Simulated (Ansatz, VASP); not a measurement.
**Two plane-wave programs on WC**

File POSCAR:

```
WC
1.0
    2.8714964216      0.0000000000      0.0000000000
   -1.4357482108      2.5370270066      0.0000000000
    0.0000000000      0.0000000000      2.8290000000
W C
1 1
Direct
    0.0000000000      0.0000000000      0.0000000000
    0.6666666667      0.3333333333      0.5000000000
```

Contents of INCAR.step1:

```
PREC     = Accurate       # precision mode
ENCUT    = 520            # plane-wave cutoff, eV
ISMEAR   = 0              # smearing method
SIGMA    = 0.15           # smearing width, eV
LREAL    = F              # projectors in reciprocal space
LASPH    = T              # aspherical terms in the spheres
NELM     = 60             # most SCF steps
NBANDS   = 16             # bands
GGA      = PE             # functional
ALGO     = Normal         # electronic algorithm
EDIFF    = 1E-4           # SCF threshold, eV
LWAVE    = T              # write WAVECAR
LCHARG   = F              # write CHGCAR
```

File INCAR.step2:

```
PREC     = Accurate       # precision mode
ENCUT    = 520            # plane-wave cutoff, eV
EDIFF    = 1E-6           # SCF threshold, eV
ISMEAR   = 0              # smearing method
SIGMA    = 0.15           # smearing width, eV
LREAL    = F              # projectors in reciprocal space
LASPH    = T              # aspherical terms in the spheres
NELM     = 60             # most SCF steps
ALGO     = Normal         # electronic algorithm
ISIF     = 2              # what is computed and relaxed
LWAVE    = F              # write WAVECAR
LCHARG   = F              # write CHGCAR
METAGGA  = R2SCAN         # meta-GGA
LMIXTAU  = T            
NBANDS   = 16             # bands
ISTART   = 1
```

Contents of KPOINTS:

```
regular mesh
0
Gamma
  18 18 16
```

Input for Ansatz:

```yaml
crystal:
  lattice:
    - [2.8714964216, 0.0, 0.0]
    - [-1.4357482108, 2.5370270066, 0.0]
    - [0.0, 0.0, 2.829]
  atoms:
    - { symbol: W, position: [0.0, 0.0, 0.0] }
    - { symbol: C, position: [0.6666666667, 0.3333333333, 0.5] }
basis:
  ecutwfc: 500
kpoints:
  mp_grid: { grid: [18, 18, 16] }
hamiltonian:
  xc: r2scan
scf:
  occupations: { method: gaussian, width: 0.15 }
output:
  forces: true
  stress: true
  eigenvalues: true
  write_density: true
  write_potential: true
  elf: true
  volumetric_format: npy
```

Change from the starting cell: strain -0.0100 x Voigt [1, -1, 0, 0, 0, 0], atoms carried along.

Alike in both runs: task single point; functional r2SCAN; k mesh 18 × 18 × 16; occupations gaussian, width 0.15 eV; no spin polarisation.

|  | VASP | Ansatz |
| --- | --- | --- |
| version | VASP 6.6.1 | Ansatz 0.2.0 |
| potentials or method | VASP PAW PBE potentials, release 64 (W_sv, C), cutoff 520 eV | scalar-relativistic, plane waves, PAW |
| valence electrons in the cell | 18 | 18 |

VASP gave:

| Item | Value |
| --- | --- |
| gap on the k mesh at the Fermi level (eV) | none |
| pressure (GPa) | 6.4 |
| traceless stress, the component that is largest in VASP (GPa) | 5.57 |
| rms of the force components (eV/Å) | 0.060 |

**Question.** Estimate Ansatz's values.

**Answer.** gap on the k mesh at the Fermi level (eV): none; pressure (GPa): 4.4; traceless stress, the component that is largest in VASP (GPa): 5.63; rms of the force components (eV/Å): 0.058.

VASP's potentials were made for PBE, not for r2SCAN. Atom by atom the forces differ by 0.002 eV/Å (rms over components). A gap of «none» marks a metal or a gap that the smearing closes.

Spin-orbit coupling is off throughout.
